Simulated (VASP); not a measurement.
NaH, 2 atoms in the cell. The structure is cubic, space group Fm-3m (No. 225). Conventional cell: a = 4.858 Å, b = 4.858 Å, c = 4.858 Å, α = 90.00°, β = 90.00°, γ = 90.00°. Within 3.2 Å of Na (site symmetry m-3m) lie 6 H at 2.43 Å. Within 3.2 Å of H (site symmetry m-3m) lie 6 Na at 2.43 Å. 

| Item | Value |
| --- | --- |
| Program | VASP 6.6.1 |
| Task | relaxation of the atoms |
| Functional | r2SCAN |
| Potentials or basis | VASP PAW PBE potentials, release 64 (Na_pv, H) |
| Cutoff | 520 eV |
| k mesh | 10 × 10 × 10 |
| Occupations | fermi-dirac, width 0.02 eV |
| Spin | no spin polarisation |
| Dipole correction | no |
| Further INCAR settings | ALGO = Normal; EDIFF = 1e-06; IBRION = 2; EDIFFG = -0.01; NSW = 50 |

Potentials or basis: VASP PAW PBE potentials, release 64 (Na_pv, H).

Command:

```console
$ cat potpaw_PBE.64/Na_pv/POTCAR potpaw_PBE.64/H/POTCAR > POTCAR
$ cp INCAR.step1 INCAR
$ mpirun -np 1 vasp_std > vasp.out
$ cp INCAR.step2 INCAR
$ mpirun -np 1 vasp_std > vasp.out
```

Hardware: 1 thread of Oxide Virtual Turin-like Processor (shared host).

Problem. How long does it take, and how much memory?

Solution. Wall time 43 s on 1 thread of Oxide Virtual Turin-like Processor, on a shared host, peak memory 0.12 GiB. Counts: k points 47, ion steps 1.
